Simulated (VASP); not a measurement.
# NaTiO2 (R-3m) in VASP: further runs

The runs below take NaTiO2 through single point, with LDA.

All numbers are computed with VASP 6.6.1; they aren't measurements. Logs are shortened: lines on timing, memory, paths and dates and some standing lists are left out, and cuts for length are marked.

### Step 1. The cell of the first run

The structure is trigonal, space group R-3m (No. 166). Conventional cell: a = 3.184 Å, b = 3.184 Å, c = 17.116 Å, α = 90.00°, β = 90.00°, γ = 120.00°. Within 3.3 Å of Na (site symmetry -3m) lie 6 O at 2.48 Å and 6 Na at 3.18 Å. Ti (site symmetry -3m) has 6 O at 2.19 Å within 2.9 Å. O (site symmetry 3m) has 3 Ti at 2.19 Å and 3 Na at 2.48 Å within 2.9 Å.

### Step 2. Single point, LDA, collinear spin, ferromagnetic start (volume scaled by 1.18)

The input, INCAR:

```
PREC = Accurate ; ENCUT = 520
EDIFF = 1E-6 ; ISMEAR = -1
SIGMA = 0.03 ; LREAL = F
LASPH = T ; NELM = 150
ALGO = Normal ; ISIF = 2
LWAVE = F ; LCHARG = F
ISPIN = 2 ; MAGMOM = 0 1 0 0
LORBIT = 11 ; LMAXMIX = 4
NBANDS = 28
```

The input, KPOINTS:

```
regular mesh
0
Gamma
  10 10 10
```

The input, POSCAR:

```
NaTiO2
1.0
    1.5920480368      0.9191693626      5.7052890967
   -1.5920480368      0.9191693626      5.7052890967
    0.0000000000     -1.8383387253      5.7052890967
Na Ti O
1 1 2
Direct
    0.0000000000      0.0000000000      0.0000000000
    0.5000000000      0.5000000000      0.5000000000
    0.7638036100      0.7638036100      0.7638036100
    0.2361963900      0.2361963900      0.2361963900
```

Potentials or basis: VASP PAW LDA potentials, release 64 (Na_pv, Ti_sv, O).

On the command line:

```console
cat potpaw_LDA.64/Na_pv/POTCAR potpaw_LDA.64/Ti_sv/POTCAR potpaw_LDA.64/O/POTCAR > POTCAR
mpirun -np 1 vasp_std > vasp.out
```

OUTCAR:

```text
PREC = Accurate
   ENCUT = 520
   EDIFF = 1E-6
   ISMEAR = -1
   LREAL = F
   LASPH = T
   NELM = 150
   ISIF = 2
   ISPIN = 2
   LORBIT = 11

 ion  position               nearest neighbor table
   1  0.000  0.000  0.000-
   2  0.500  0.500  0.500-   4 2.19   4 2.19   3 2.19   3 2.19   4 2.19   3 2.19
   3  0.764  0.764  0.764-   2 2.19   2 2.19   2 2.19
   4  0.236  0.236  0.236-   2 2.19   2 2.19   2 2.19

  LATTYP: Found a trigonal (rhomboedric) cell.
 ALAT       =     5.9941482252
 COS(alpha) =     0.8589128780

  Lattice vectors:

 A1 = (   1.5920480368,   0.9191693626,   5.7052890967)
 A2 = (  -1.5920480368,   0.9191693626,   5.7052890967)
 A3 = (   0.0000000000,  -1.8383387253,   5.7052890967)

Analysis of symmetry for initial positions (statically):
=====================================================================
 Subroutine PRICEL returns:
 Original cell was already a primitive cell.

 Routine SETGRP: Setting up the symmetry group for a
 trigonal (rhombohedral) supercell.

 Subroutine GETGRP returns: Found 12 space group operations
 (whereof 12 operations were pure point group operations)
 out of a pool of 12 trial point group operations.

The static configuration has the point symmetry D_3d.

Analysis of symmetry for dynamics (positions and initial velocities):
=====================================================================
 Subroutine PRICEL returns:
 Original cell was already a primitive cell.

 Routine SETGRP: Setting up the symmetry group for a
 trigonal (rhombohedral) supercell.

 Subroutine GETGRP returns: Found 12 space group operations
 (whereof 12 operations were pure point group operations)
 out of a pool of 12 trial point group operations.

The dynamic configuration has the point symmetry D_3d.

Analysis of structural, dynamic, and magnetic symmetry:
=====================================================================
 Subroutine PRICEL returns:
 Original cell was already a primitive cell.

 Routine SETGRP: Setting up the symmetry group for a
 trigonal (rhombohedral) supercell.

 Subroutine GETGRP returns: Found 12 space group operations
 (whereof 12 operations were pure point group operations)
 out of a pool of 12 trial point group operations.

The overall configuration has the point symmetry D_3d.

 Subroutine INISYM returns: Found 12 space group operations
 (whereof 12 operations are pure point group operations),
 and found     1 'primitive' translations

----------------------------------------------------------------------------------------

                                     Primitive cell

  volume of cell :      50.0934

  direct lattice vectors                    reciprocal lattice vectors
     1.592048037  0.919169363  5.705289097     0.314060875  0.181323131  0.058425319
    -1.592048037  0.919169363  5.705289097    -0.314060875  0.181323131  0.058425319
     0.000000000 -1.838338725  5.705289097     0.000000000 -0.362646262  0.058425319

  length of vectors
     5.994148225  5.994148225  5.994148225     0.367322514  0.367322514  0.367322514

  position of ions in fractional coordinates (direct lattice)
     0.000000000  0.000000000  0.000000000
     0.500000000  0.500000000  0.500000000
     0.763803610  0.763803610  0.763803610
     0.236196390  0.236196390  0.236196390

  ion indices of the primitive-cell ions
   primitive index   ion index
                 1           1
                 2           2
                 3           3
                 4           4

----------------------------------------------------------------------------------------

 KPOINTS: regular mesh

Automatic generation of k-mesh.
 Grid dimensions read from file:
 generate k-points for:   10   10   10

 Generating k-lattice:

  Cartesian coordinates                     Fractional coordinates (reciprocal lattice)
     0.031406088  0.018132313  0.005842532     0.100000000  0.000000000  0.000000000
    -0.031406088  0.018132313  0.005842532     0.000000000  0.100000000  0.000000000
     0.000000000 -0.036264626  0.005842532     0.000000000  0.000000000  0.100000000

  Length of vectors
     0.036732251  0.036732251  0.036732251

  Shift w.r.t. Gamma in fractional coordinates (k-lattice)
     0.000000000  0.000000000  0.000000000

 Subroutine IBZKPT returns following result:
 ===========================================

 Found    116 irreducible k-points:

 Following reciprocal coordinates:
            Coordinates               Weight
  0.000000  0.000000  0.000000      1.000000
  0.100000 -0.000000 -0.000000      6.000000
  0.200000 -0.000000 -0.000000      6.000000
  0.300000  0.000000  0.000000      6.000000
  0.400000  0.000000  0.000000      6.000000
  0.500000 -0.000000  0.000000      3.000000
[... 16 lines left out ...]
  0.300000  0.300000  0.000000      6.000000
  0.400000  0.300000  0.000000     12.000000
 [... further k-points ...]
   k-points           NKPTS =    116   k-points in BZ     NKDIM =    116   number of bands    NBANDS=     28
   number of dos      NEDOS =    301   number of ions     NIONS =      4
   total plane-waves  NPLWV = 110592
   dimension x,y,z NGX =    48 NGY =   48 NGZ =   48
   dimension x,y,z NGXF=    96 NGYF=   96 NGZF=   96
   ions per type =               1   1   2
   NGX,Y,Z   is equivalent  to a cutoff of  13.31, 13.31, 13.31 a.u.
   NGXF,Y,Z  is equivalent  to a cutoff of  26.63, 26.63, 26.63 a.u.
 SYSTEM =  unknown system
   PREC   = accura    normal or accurate (medium, high low for compatibility)
   ISTART =      0    job   : 0-new  1-cont  2-samecut
   ICHARG =      2    charge: 1-file 2-atom 10-const
   ISPIN  =      2    spin polarized calculation?
   LNONCOLLINEAR =      F non collinear calculations
   LSORBIT =      F    spin-orbit coupling
   LASPH  =      T    aspherical Exc in radial PAW
   ENCUT  =  520.0 eV  38.22 Ry    6.18 a.u.  11.15 11.15 11.15*2*pi/ulx,y,z
   NELM   =    150;   NELMIN=  2; NELMDL= -5     # of ELM steps
   EDIFF  = 0.1E-05   stopping-criterion for ELM
   LREAL  =      F    real-space projection
   EDIFFG = 0.1E-04   stopping-criterion for IOM
   NSW    =      0    number of steps for IOM
   IBRION =     -1    ionic relax: 0-MD 1-quasi-New 2-CG
   NFREE  =      0    steps in history (QN), initial steepest desc. (CG)
   ISIF   =      2    stress and relaxation
   ISYM   =      2    0-nonsym 1-usesym 2-fastsym
   POTIM  = 0.5000    time-step for ionic-motion
   TEBEG  =    0.0;   TEEND  =   0.0 temperature during run
   PSTRESS=    0.0 pullay stress
   NELECT =      31.0000    total number of electrons
   NUPDOWN=      -1.0000    fix difference up-down
   EMIN   =  10.00;   EMAX   =-10.00  energy-range for DOS
   EFERMI =   0.00;   METHOD = LEGACY
   ISMEAR =    -1;   SIGMA  =   0.03  broadening in eV -4-tet -1-fermi 0-gaus
   EFERMI_NEDOS =   21; number of points for ismear=-14 and -15
   IALGO  =     38    algorithm
   IMIX   =      4    mixing-type and parameters
     AMIX     =   0.40;   BMIX     =  1.00
     AMIX_MAG =   1.60;   BMIX_MAG =  1.00
  volume/ion in A,a.u.               =      12.52        84.51
  Fermi-wavevector in a.u.,A,eV,Ry     =   1.395089  2.636336 26.480649  1.946273
  Thomas-Fermi vector in A             =   2.518575
   LORBIT       =     11    0 simple, 1 ext, 2 COOP (PROOUT), +10 PAW based schemes
   GGA     = CA    functional components
   LHFCALC =     F    Hartree Fock is set to
   AEXX    =    0.0000 exact exchange contribution
   IVDW    =     0    specifies the selected vdW correction
   LEPSILON=     F    determine dielectric tensor
   LRPA    =     F    only Hartree local field effects (RPA)
 spin polarized calculation
  energy-cutoff  :      520.00
  volume of cell :       50.09
 maximum number of plane-waves:      1364
 NGX is ok and might be reduce to    48
   NGX = 23   NGY = 23   NGZ = 23

 number of electron      31.0000002 magnetization       0.3184901

 Free energy of the ion-electron system (eV)
  ---------------------------------------------------
  ext. energy  EPLUGINS =         0.00000000
  ---------------------------------------------------
  free energy    TOTEN  =       -30.91449581 eV

  energy without entropy =      -30.90499121  energy(sigma->0) =      -30.90974351

 E-fermi :   5.2898     XC(G=0): -10.8946

 val. band max:        5.2887504349   @ k =  -0.4000   0.4000   0.1000
 cond. band min:       5.2926543418   @ k =   0.0000   0.0000   0.0000
 fundamental gap:      0.0039039068
 Fermi energy:         5.2898156946

 spin component 1

 k-point     1 :       0.0000    0.0000    0.0000
  band No.  band energies     occupation
      1     -52.5915      1.00000
      2     -29.1496      1.00000
      3     -29.1043      1.00000
      4     -29.1043      1.00000
      5     -18.8506      1.00000
      6     -18.7984      1.00000
[... 19 lines left out ...]
     26      19.5561      0.00000
     27      19.9577      0.00000
[... 667 lines left out ...]
      5     -18.9227      1.00000
      6     -18.8320      1.00000
[... 19 lines left out ...]
     26      18.1905      0.00000
     27      18.8023      0.00000

 [... further k-points ...]

 spin component 2

 k-point     1 :       0.0000    0.0000    0.0000
  band No.  band energies     occupation
      1     -52.3419      1.00000
      2     -28.9021      1.00000
      3     -28.8615      1.00000
      4     -28.8615      1.00000
      5     -18.8503      1.00000
      6     -18.7982      1.00000
[... 19 lines left out ...]
     26      19.6280      0.00000
     27      20.0213      0.00000
[... 667 lines left out ...]
      5     -18.9224      1.00000
      6     -18.8318      1.00000
[... 19 lines left out ...]
     26      18.2286      0.00000
     27      18.8764      0.00000

 [... further k-points ...]

 [bands above 27 left out]

------------------------ aborting loop because EDIFF is reached ----------------------------------------

  FORCE on cell =-STRESS in cart. coord.  units (eV):
  Direction    XX          YY          ZZ          XY          YZ          ZX
  --------------------------------------------------------------------------------------
  -------------------------------------------------------------------------------------
  Total       -8.5257973     -8.5257973     -6.7793818      0.0000000      0.0000000      0.0000000
  in kB     -272.6873389   -272.6873389   -216.8303465      0.0000000      0.0000000      0.0000000
  external PRESSURE =    -254.0683414 kB  Pullay stress =       0.0000000 kB

 VOLUME and BASIS-vectors are now :
 -----------------------------------------------------------------------------
  energy-cutoff  :      520.00
  volume of cell :       50.09
      direct lattice vectors                 reciprocal lattice vectors
     1.592048037  0.919169363  5.705289097     0.314060875  0.181323131  0.058425319
    -1.592048037  0.919169363  5.705289097    -0.314060875  0.181323131  0.058425319
     0.000000000 -1.838338725  5.705289097     0.000000000 -0.362646262  0.058425319

 POSITION                                       TOTAL-FORCE (eV/Angst)
 -----------------------------------------------------------------------------------
      0.00000      0.00000      0.00000        -0.000000      0.000000     -0.000000
      0.00000     -0.00000      8.55793         0.000000      0.000000     -0.000000
      0.00000     -0.00000     13.07316        -0.000000     -0.000000      1.348462
      0.00000     -0.00000      4.04271        -0.000000      0.000000     -1.348462
 -----------------------------------------------------------------------------------
    total drift:                                0.000000      0.000000     -0.000000

  FREE ENERGIE OF THE ION-ELECTRON SYSTEM (eV)
  ---------------------------------------------------
  free  energy   TOTEN  =       -30.9144958136 eV

  energy  without entropy=      -30.9049912092  energy(sigma->0) =      -30.90974351

 total charge

# of ion       s       p       d       tot
------------------------------------------
    1        0.053   5.987   0.000   6.040
    2        2.153   6.134   1.751  10.039
    3        1.542   3.385   0.000   4.927
    4        1.542   3.385   0.000   4.927
--------------------------------------------------
tot          5.289  18.893   1.751  25.933

 magnetization (x)

# of ion       s       p       d       tot
------------------------------------------
    1        0.000  -0.000   0.000   0.000
    2        0.002   0.002   0.263   0.267
    3       -0.000   0.001   0.000   0.001
    4       -0.000   0.001   0.000   0.001
--------------------------------------------------
tot          0.002   0.003   0.263   0.269
```

Run time: 65 min. Hardware: 1 thread of AMD EPYC 7R13 (Zen 3), shared host; peak memory 0.4 GiB.

What came out:

```yaml
Free_energy: -30.9145 eV
Pressure: -25.4 GPa
Largest_force: 1.348 eV/Å
Net_moment: 0.32 μB per cell
Site_moments: Na +0.00; Ti +0.27; O +0.00 μB
Valence_electrons_inside_the_program's_atomic_spheres: Na 6.04; Ti 10.04; O 4.93
```

Forces in eV/Å, atoms in the order of the input:
```
Na   0.000  0.000  0.000
Ti   0.000  0.000  0.000
O    0.000  0.000  1.348
O    0.000  0.000 -1.348
```

Levels at points of the mesh, in eV from the Fermi level:
Spin up:
```
           k point  band 14  band 15  band 16  band 17  band 18  band 19
(0.00, 0.00, 0.00)    -3.21    -3.21     0.00     0.00     0.52     1.20
(0.50, 0.00, 0.00)    -4.26    -3.93    -0.46     0.96     1.03     2.24
(0.50, 0.50, 0.00)    -4.05    -3.95    -0.64     0.96     1.04     2.40
(0.50, 0.50, 0.50)    -3.27    -3.27     0.01     0.01     0.53     2.36
```
Spin down:
| k point | band 13 | band 14 | band 15 | band 16 | band 17 | band 18 |
| --- | --- | --- | --- | --- | --- | --- |
| (0.00, 0.00, 0.00) | -3.56 | -3.21 | -3.21 | 0.27 | 0.27 | 0.72 |
| (0.50, 0.00, 0.00) | -4.76 | -4.24 | -3.92 | -0.25 | 1.23 | 1.26 |
| (0.50, 0.50, 0.00) | -4.65 | -4.03 | -3.93 | -0.44 | 1.23 | 1.27 |
| (0.50, 0.50, 0.50) | -4.67 | -3.26 | -3.26 | 0.28 | 0.28 | 0.73 |

Caveat: the cell differs from its parent crystal (volume scaled by 1.18); semilocal functionals often make such compounds metallic where correlation or magnetic order opens a gap, which also shifts bond lengths; forces of over 1 eV/Å act on the atoms, so gaps and moduli don't describe the material at rest.

### Step 3. Single point, LDA, collinear spin, ferromagnetic start

This run uses another cell than the first one, of 10.61 Å³/atom, 0.847 times its volume.

The input, INCAR:

```
PREC = Accurate
ENCUT = 520
EDIFF = 1E-6
ISMEAR = -1
SIGMA = 0.03
LREAL = False
LASPH = True
NELM = 150
ALGO = Normal
ISIF = 2
LWAVE = False
LCHARG = True
ISPIN = 2
MAGMOM = 0 1 0 0
LORBIT = 11
LMAXMIX = 4
GGA = CA
LELF = True
LVHAR = True
NBANDS = 28
```

KPOINTS is that of step 2.

The input, POSCAR:

```
NaTiO2
1.0
    1.5065914500      0.8698309792      5.3990454898
   -1.5065914500      0.8698309792      5.3990454898
    0.0000000000     -1.7396619584      5.3990454898
Na Ti O
1 1 2
Direct
    0.0000000000      0.0000000000      0.0000000000
    0.5000000000      0.5000000000      0.5000000000
    0.7638036100      0.7638036100      0.7638036100
    0.2361963900      0.2361963900      0.2361963900
```

Potentials or basis: VASP PAW LDA potentials, release 64 (Na_pv, Ti_sv, O).

On the command line:

```console
cat potpaw_LDA.64/Na_pv/POTCAR potpaw_LDA.64/Ti_sv/POTCAR potpaw_LDA.64/O/POTCAR > POTCAR
mpirun -np 1 vasp_std > vasp.out
```

It took 11 min on 1 thread of Oxide Virtual Turin-like, shared host; peak memory 0.33 GiB.

Results (log left out):

```
Free energy                                           : -31.7949 eV
Pressure                                              : -9.1 GPa
Largest force                                         : 0.143 eV/Å
Net moment                                            : 0.01 μB per cell
Valence electrons inside the program's atomic spheres : Na 6.08; Ti 10.28; O 5.01
```

Forces on the atoms (eV/Å):
```
Na   0.000  0.000  0.000
Ti   0.000  0.000  0.000
O    0.000  0.000  0.143
O    0.000  0.000 -0.143
```

Stress tensor (GPa, compression positive):
```
-11.30   0.00   0.00
  0.00 -11.30   0.00
  0.00   0.00  -4.56
```

Levels at points of the mesh, in eV from the Fermi level:
Spin up:
| k point | band 12 | band 13 | band 14 | band 15 | band 16 | band 17 | band 18 | band 19 | band 20 | band 21 |
| --- | --- | --- | --- | --- | --- | --- | --- | --- | --- | --- |
| (0.00, 0.00, 0.00) | -5.89 | -4.16 | -3.70 | -3.70 | 0.14 | 0.14 | 0.77 | 1.96 | 2.99 | 2.99 |
| (0.50, 0.00, 0.00) | -5.84 | -5.66 | -4.92 | -4.50 | -0.49 | 1.41 | 1.47 | 3.10 | 3.31 | 6.89 |
| (0.50, 0.50, 0.00) | -5.65 | -5.53 | -4.66 | -4.51 | -0.77 | 1.40 | 1.49 | 3.30 | 3.33 | 5.25 |
| (0.50, 0.50, 0.50) | -5.85 | -5.46 | -3.78 | -3.78 | 0.15 | 0.15 | 0.84 | 3.03 | 3.03 | 3.72 |
Spin down:
```csv
k point,band 13,band 14,band 15,band 16,band 17,band 18,band 19,band 20
"(0.00, 0.00, 0.00)",-4.16,-3.70,-3.70,0.14,0.14,0.77,1.96,2.99
"(0.50, 0.00, 0.00)",-5.65,-4.92,-4.50,-0.49,1.41,1.48,3.11,3.31
"(0.50, 0.50, 0.00)",-5.53,-4.66,-4.51,-0.76,1.41,1.49,3.30,3.33
"(0.50, 0.50, 0.50)",-5.46,-3.78,-3.78,0.15,0.15,0.84,3.04,3.04
```

Caveat: semilocal functionals often make such compounds metallic where correlation or magnetic order opens a gap, which also shifts bond lengths.

### Step 4. Single point, LDA, collinear spin, ferromagnetic start

This run uses another cell than the first one, of 10.61 Å³/atom, 0.847 times its volume.

The input, INCAR:

```
SYSTEM = NaTiO2
PREC = Accurate ; ENCUT = 520
EDIFF = 1E-6 ; ISMEAR = -1
SIGMA = 0.03 ; LREAL = .FALSE.
LASPH = .TRUE. ; NELM = 150
ALGO = Normal ; ISIF = 2
LWAVE = .FALSE. ; LCHARG = .FALSE.
ISPIN = 2 ; MAGMOM = 0 1 0 0
LORBIT = 11 ; LMAXMIX = 4
NBANDS = 28
```

The input, KPOINTS:

```
Automatic mesh
0
G
  10 10 10
  0 0 0
```

POSCAR is that of step 3.

On the command line:

```console
cat potpaw_LDA.64/Na_pv/POTCAR potpaw_LDA.64/Ti_sv/POTCAR potpaw_LDA.64/O/POTCAR > POTCAR
mpirun -np 1 vasp_std > vasp.out
```

Run time: 15 min. Hardware: 1 thread of Oxide Virtual Turin-like, shared host; peak memory 0.33 GiB.

The run converged. Its results:

```yaml
Free_energy: -31.7949 eV
Pressure: -9.1 GPa
Largest_force: 0.143 eV/Å
Net_moment: 0.01 μB per cell
Valence_electrons_inside_the_program's_atomic_spheres: Na 6.08; Ti 10.28; O 5.01
```

Forces in eV/Å, atoms in the order of the input:
```
Na   0.000  0.000  0.000
Ti   0.000  0.000  0.000
O    0.000  0.000  0.143
O    0.000  0.000 -0.143
```

Stress tensor (GPa, compression positive):
```
-11.30   0.00   0.00
  0.00 -11.30   0.00
  0.00   0.00  -4.56
```

Levels at points of the mesh, in eV from the Fermi level:
Spin up:
| k point | band 14 | band 15 | band 16 | band 17 | band 18 | band 19 |
| --- | --- | --- | --- | --- | --- | --- |
| (0.00, 0.00, 0.00) | -3.70 | -3.70 | 0.14 | 0.14 | 0.77 | 1.96 |
| (0.50, 0.00, 0.00) | -4.92 | -4.50 | -0.49 | 1.41 | 1.47 | 3.10 |
| (0.50, 0.50, 0.00) | -4.66 | -4.51 | -0.77 | 1.40 | 1.49 | 3.30 |
| (0.50, 0.50, 0.50) | -3.78 | -3.78 | 0.15 | 0.15 | 0.84 | 3.03 |
Spin down:
| k point | band 14 | band 15 | band 16 | band 17 | band 18 | band 19 |
| --- | --- | --- | --- | --- | --- | --- |
| (0.00, 0.00, 0.00) | -3.70 | -3.70 | 0.14 | 0.14 | 0.77 | 1.96 |
| (0.50, 0.00, 0.00) | -4.92 | -4.50 | -0.49 | 1.41 | 1.48 | 3.11 |
| (0.50, 0.50, 0.00) | -4.66 | -4.51 | -0.76 | 1.41 | 1.49 | 3.30 |
| (0.50, 0.50, 0.50) | -3.78 | -3.78 | 0.15 | 0.15 | 0.84 | 3.04 |

Caveat: semilocal functionals often make such compounds metallic where correlation or magnetic order opens a gap, which also shifts bond lengths.
